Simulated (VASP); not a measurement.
Input of a VASP 6.6.1 run:

File INCAR:

```
SYSTEM = Al16BN15
ALGO = Normal
EDIFF = 1E-6
ENCUT = 520
GGA = PE
ISIF = 2
ISMEAR = -1
LASPH = .TRUE.
LCHARG = .FALSE.
LREAL = Auto
LWAVE = .FALSE.
NBANDS = 85
NELM = 80
PREC = Accurate
SIGMA = 0.01
```

The input KPOINTS:

```
Automatic mesh
0
Gamma
  2 2 2
  0.5 0.5 0.5
```

File POSCAR:

```
Al16BN15
1.0
    6.2595139128      0.0000000578      0.0000000000
   -3.1297570064      5.4208980350      0.0000000000
    0.0000000000      0.0000000000     10.0348065929
Al N B
16 15 1
Direct
    0.3374711104      0.1622348024      0.2474581564
    0.1605733743      0.3387906901      0.4992625287
    0.3307750603      0.1707203152      0.7490952952
    0.1683815997      0.3308237314      1.0017099956
    0.3442985795      0.6626987305      0.2523966600
    0.1744063359      0.8556524117      0.4962292269
    0.3273757951      0.6666538826      0.7525897066
    0.1731066470      0.8322533788      0.9958213989
    0.8374688376      0.1560050959      0.2521859488
    0.6438413738      0.3247297121      0.4957191683
    0.8340233745      0.1728441075      0.7524235254
    0.6672532872      0.3267341871      0.9958424125
    0.8546567273      0.6450983512      0.2354715936
    0.6517304312      0.8467968069      0.5166460545
    0.8310477354      0.6709299269      0.7458953999
    0.6707640141      0.8279786442      0.9988891663
    0.3237290744      0.1755831189      0.4350886706
    0.1721703248      0.3280292999      0.1908597856
    0.3331224434      0.1668716836      0.9375095067
    0.1651172843      0.3352723724      0.6894755123
    0.3266877035      0.6755568110      0.4415503510
    0.1877650439      0.8306584847      0.1823060547
    0.3347275419      0.6627753693      0.9408037463
    0.1676342324      0.8367867103      0.6886263296
    0.8236211678      0.1719320454      0.4413883638
    0.6689826125      0.3121017331      0.1822898467
    0.8354840290      0.1642002882      0.9410387944
    0.6658415800      0.3347393212      0.6884113436
    0.6812739780      0.8198553346      0.1940228237
    0.8359754429      0.6638437477      0.9380095591
    0.6609581899      0.8394026345      0.7013204013
    0.8194891822      0.6798980299      0.4354902740
```

Potentials or basis: VASP PAW PBE potentials, release 64 (Al, N, B).

Launch:

```bash
$ cat potpaw_PBE.64/Al/POTCAR potpaw_PBE.64/N/POTCAR potpaw_PBE.64/B/POTCAR > POTCAR
$ mpirun -np 1 vasp_std > vasp.out
```

Estimate the pressure.

4.4 GPa.

What does it give for the largest force?

0.788 eV/Å.

Predict the band gap on the k mesh.

zero (bands 63 and 64 overlap by 0.03 eV).

Stress tensor (GPa, compression positive):
```
 4.18 -0.23 -2.17
-0.23  4.02  1.31
-2.17  1.31  4.88
```

Caveat: the k points lie up to 0.58 Å⁻¹ apart.
